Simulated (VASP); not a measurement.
A run of VASP 6.6.1:

File INCAR:

```
PREC = Accurate
ENCUT = 520
EDIFF = 1E-6
ISMEAR = 0
SIGMA = 0.1
LREAL = False
LASPH = True
NELM = 100
ALGO = Normal
ISIF = 2
LWAVE = False
LCHARG = True
GGA = PE
LELF = True
LVHAR = True
NBANDS = 38
```

File KPOINTS:

```
regular mesh
0
Gamma
  12 12 4
```

The input POSCAR:

```
Ga3Te2O
1.0
    3.2307186235      0.0000000000      0.0000000000
    0.0000000000      3.2307186235      0.0000000000
    0.0000000000      0.0000000000     11.2007743064
Ga Te O
3 2 1
Direct
    0.0000000000      0.0000000000      0.6660912339
    0.0000000000      0.0000000000      0.3339087661
    0.5000000000      0.5000000000      0.5000000000
    0.5000000000      0.5000000000      0.8604680956
    0.5000000000      0.5000000000      0.1395319044
    0.0000000000      0.0000000000      0.0000000000
```

Potentials or basis: VASP PAW PBE potentials, release 64 (Ga_d, Te, O).

Command:

```sh
$ cat potpaw_PBE.64/Ga_d/POTCAR potpaw_PBE.64/Te/POTCAR potpaw_PBE.64/O/POTCAR > POTCAR
$ mpirun -np 1 vasp_std > vasp.out
```

Hardware: 1 thread of Intel(R) Xeon(R) 6975P-C (Granite Rapids), with other jobs on the host.

Q: How long does it take, and how much memory?

A: Wall time 2.8 min on 1 thread of Intel(R) Xeon(R) 6975P-C (Granite Rapids), on a shared host, peak memory 0.44 GiB. Counts: scf iterations 17, k points 84.
